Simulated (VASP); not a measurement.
Set up this calculation in VASP 6.6.1, as the native input.

| Quantity | Value |
| --- | --- |
| Task | single point |
| Functional | LDA |
| Potentials or basis | VASP PAW LDA potentials, release 64 (Ti_sv) |
| Cutoff | 520 eV |
| k mesh | 12 × 12 × 7 |
| Occupations | fermi-dirac, width 0.05 eV |
| Spin | collinear spin, ferromagnetic start |
| Starting moments | [1.0, 1.0] μB |
| Dipole correction | no |
| Further INCAR settings | ALGO = Normal; EDIFF = 1e-07; NBANDS = 23 |

The structure of Ti lies in POSCAR:

```
Ti
1.0
    2.8630414375      0.0000000000      0.0000000000
   -1.4315207188      2.4794666170      0.0000000000
    0.0000000000      0.0000000000      4.5396745029
Ti
2
Direct
    0.3333333333      0.6666666667      0.2500000000
    0.6666666667      0.3333333333      0.7500000000
```

One way to write it, as run:

INCAR

```
SYSTEM = Ti
PREC     = Accurate       ! precision mode
ENCUT    = 520            ! plane-wave cutoff, eV
EDIFF    = 1E-7           ! SCF threshold, eV
ISMEAR   = -1             ! smearing method
SIGMA    = 0.05           ! smearing width, eV
LREAL    = .FALSE.        ! projectors in reciprocal space
LASPH    = .TRUE.         ! aspherical terms in the spheres
NELM     = 150            ! most SCF steps
ALGO     = Normal         ! electronic algorithm
ISIF     = 2              ! what is computed and relaxed
LWAVE    = .FALSE.        ! write WAVECAR
LCHARG   = .FALSE.        ! write CHGCAR
ISPIN    = 2              ! spin polarisation
MAGMOM   = 1 1            ! initial moments
LORBIT   = 11             ! projections on sites
LMAXMIX  = 4              ! l up to which the mixer works
NBANDS   = 23             ! bands
```

KPOINTS

```
Automatic mesh
0
G
  12 12 7
  0 0 0
```

Potentials or basis: VASP PAW LDA potentials, release 64 (Ti_sv).

Launch:

```bash
$ cat potpaw_LDA.64/Ti_sv/POTCAR > POTCAR
$ mpirun -np 1 vasp_std > vasp.out
```

Results of the run:

```json
{"Pressure": "-0.2 GPa", "Band gap on the k mesh": "zero (filled and empty bands overlap)", "Net moment": "0.00 μB per cell", "Valence electrons inside the program's atomic spheres": "Ti 10.37"}
```

It took 47 s on 1 thread of Intel(R) Xeon(R) 6975P-C (Granite Rapids), on a shared host, peak memory 0.19 GiB.
